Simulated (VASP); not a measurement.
CaSe:

```
Ca Se
1.0
     0.00000    2.96753    2.96753
     2.96753    0.00000    2.96753
     2.96753    2.96753    0.00000
Ca Se
1 1
Direct
  0.00000 0.00000 0.00000
  0.50000 0.50000 0.50000
```

Base run:

```yaml
Program: VASP 6.6.1
Functional: r2SCAN
Potentials_or_basis: VASP PAW PBE potentials, release 64 (Ca_sv, Se)
Cutoff: 520 eV
k_mesh: 6 × 6 × 6
Occupations: gaussian, width 0.01 eV
Spin: no spin polarisation
```

Its results: band gap on the k mesh 2.52 eV, indirect (least direct gap 3.46 eV); pressure 0.2 GPa.

Q: The run is repeated on the same cell with these changes: functional from r2SCAN to PBE. What comes out?

A: Band gap on the k mesh 2.05 eV, indirect (least direct gap 2.97 eV); pressure 0.7 GPa.

r2SCAN gives the wider gap, since meta-GGAs in the generalised Kohn-Sham scheme recover part of the derivative discontinuity.

Caveats: the PAW data sets were made with another functional, which shifts forces and pressure a little (some runs).

A k mesh can miss the band edges.
